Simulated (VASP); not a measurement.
Here is a VASP 6.6.1 calculation.

INCAR

```
PREC     = Accurate       # precision mode
ENCUT    = 520            # plane-wave cutoff, eV
EDIFF    = 1E-6           # SCF threshold, eV
ISMEAR   = 0              # smearing method
SIGMA    = 0.1            # smearing width, eV
LREAL    = False          # projectors in reciprocal space
LASPH    = True           # aspherical terms in the spheres
NELM     = 60             # most SCF steps
ALGO     = Normal         # electronic algorithm
ISIF     = 2              # what is computed and relaxed
LWAVE    = False          # write WAVECAR
LCHARG   = False          # write CHGCAR
GGA      = PE             # functional
NBANDS   = 33             # bands
```

The input KPOINTS:

```
Automatic mesh
0
Gamma
  6 6 4
```

Contents of POSCAR:

```
CaHf4
1.0
    5.1165662100      0.0000000000      0.0000000000
   -2.5582831000      4.4310763200      0.0000000000
    0.0000000000      0.0000000000      5.0429980300
Ca Hf
1 4
Direct
    0.0000000000      0.0000000000      0.5000000000
    0.4508048700      0.0000000000      0.5000000000
    0.0000000000      0.4508048700      0.5000000000
    0.5491951300      0.5491951300      0.5000000000
    0.0000000000      0.0000000000      0.0000000000
```

Potentials or basis: VASP PAW PBE potentials, release 64 (Ca_sv, Hf_pv).

Command:

```console
$ cat potpaw_PBE.64/Ca_sv/POTCAR potpaw_PBE.64/Hf_pv/POTCAR > POTCAR
$ mpirun -np 1 vasp_std > vasp.out
```

Question: Estimate the band gap on the k mesh.

Answer: Zero (bands 25 and 26 overlap by 0.34 eV).

Question: Predict the pressure.

Answer: 29.3 GPa.

Question: What does it give for the largest force?

Answer: 2.013 eV/Å.

Stress tensor (GPa, compression positive):
```
40.76  0.00  0.00
 0.00 40.76  0.00
 0.00  0.00  6.38
```

Caveat: the cell stands under pressure; spin-orbit coupling is left out, which moves the levels of the heavy elements; forces of over 1 eV/Å act on the atoms, so gaps and moduli don't describe the material at rest.
